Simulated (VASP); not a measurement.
A run of VASP 6.6.1 is set up as follows.

INCAR

```
SYSTEM = MgI2
  PREC = Accurate
  ENCUT = 520
  EDIFF = 1E-6
  ISMEAR = 0
  SIGMA = 0.03
  LREAL = .False.
  LASPH = .True.
  NELM = 120
  ALGO = Normal
  ISIF = 2
  LWAVE = .False.
  LCHARG = .True.
  LDIPOL = .True.
  IDIPOL = 3
  DIPOL = 0.5 0.5 0.284
  GGA = PE
  IVDW = 12
  LELF = .True.
  LVHAR = .True.
  LVACPOTAV = .True.
  NBANDS = 15
  GGA_COMPAT = .False.
  NELMDL = -8
```

KPOINTS

```
regular mesh
0
Gamma
  12 12 1
  0 0 0
```

POSCAR

```
MgI2
1.0
    4.1313874570      0.0000000000      0.0000000000
   -2.0656937285      3.5778864906      0.0000000000
    0.0000000000      0.0000000000     30.5999999982
I Mg
2 1
Direct
    0.3333333333      0.6666666667      0.2293452822
    0.6666666667      0.3333333333      0.3392821688
    0.0000000000      0.0000000000      0.2843137255
```

Potentials or basis: VASP PAW PBE potentials, release 64 (I, Mg).

The run is started by

```sh
$ cat potpaw_PBE.64/I/POTCAR potpaw_PBE.64/Mg/POTCAR > POTCAR
$ mpirun -np 1 vasp_std > vasp.out
```

What does it give for the largest force?

0.010 eV/Å.

Predict the band gap on the k mesh.

3.62 eV (least direct gap 4.07 eV).

Predict the dispersion energy per atom.

-0.235 eV.

Forces in eV/Å, atoms in the order of the input:
```
I    0.000  0.000  0.010
I    0.000  0.000 -0.010
Mg   0.000  0.000  0.000
```

Caveat: spin-orbit coupling is left out, which moves the levels of the heavy elements.
